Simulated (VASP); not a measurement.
Crystal: Al2O3.

```
Al O
1.0
     3.01748    0.00000    0.00000
    -1.50874    2.61322    0.00000
     0.00000    0.00000    7.57464
Al O
2 3
Direct
  0.00000 0.00000 0.72205
  0.00000 0.00000 0.27795
  0.00000 0.00000 0.50000
  0.66667 0.33333 0.80055
  0.33333 0.66667 0.19945
```

```yaml
Program: VASP 6.6.1
Task: relaxation of cell and atoms
Functional: PBEsol
Dispersion: D3(BJ)
Potentials_or_basis: VASP PAW PBE potentials, release 64 (Al, O)
Cutoff: 600 eV
k_mesh: 10 × 10 × 4
Occupations: fermi-dirac, width 0.05 eV
Spin: no spin polarisation
```

At the start: pressure -5.6 GPa; volume 11.95 Å³/atom.

Q: Where does the relaxation end?

A: Over 16 steps the energy falls by 9.9 meV/atom and the volume is 11.15 Å³/atom (-6.7 %); space group P-3m1 (No. 164, to 0.1 Å) before and after.

The path:
| step | energy change (eV) | largest force (eV/Å) | pressure (GPa) | volume (Å³) |
| --- | --- | --- | --- | --- |
| 1 | 0.0000 | 0.1908 | -5.57 | 59.73 |
| 2 | -0.0076 | 0.4062 | 5.42 | 56.21 |
| 3 | -0.0358 | 0.1670 | -0.07 | 57.82 |
| 4 | -0.0348 | 0.3555 | -0.17 | 57.61 |
| 5 | -0.0374 | 0.1440 | -0.14 | 57.73 |
| 6 | -0.0388 | 0.0626 | -0.06 | 57.60 |
| 7 | -0.0390 | 0.0789 | -0.04 | 57.53 |
| 8 | -0.0399 | 0.0744 | -0.08 | 57.44 |
| 9 | -0.0426 | 0.0592 | -0.20 | 57.17 |
| 10 | -0.0466 | 0.0353 | -0.48 | 56.62 |
| 11 | -0.0477 | 0.1079 | -0.81 | 55.54 |
| 12 | -0.0486 | 0.0717 | -0.63 | 56.03 |
| 13 | -0.0487 | 0.0480 | 0.77 | 55.48 |
| 14 | -0.0492 | 0.0327 | 0.09 | 55.74 |
| 15 | -0.0492 | 0.0564 | 0.01 | 55.74 |
| 16 | -0.0493 | 0.0045 | 0.07 | 55.74 |

Final structure:
```cif
data_structure
_symmetry_space_group_name_H-M 'P 1'
_symmetry_Int_Tables_number 1
_cell_length_a 2.9741
_cell_length_b 2.9741
_cell_length_c 7.2760
_cell_angle_alpha 90.000
_cell_angle_beta 90.000
_cell_angle_gamma 120.000
_cell_volume 55.74
loop_
_atom_site_label
_atom_site_type_symbol
_atom_site_fract_x
_atom_site_fract_y
_atom_site_fract_z
_atom_site_occupancy
Al1 Al 0.00000 0.00000 0.72956 1
Al2 Al 0.00000 0.00000 0.27044 1
O1 O 0.00000 0.00000 0.50000 1
O2 O 0.66667 0.33333 0.81131 1
O3 O 0.33333 0.66667 0.18869 1
```

Caveat: the PAW data sets were made with another functional, which shifts forces and pressure a little.
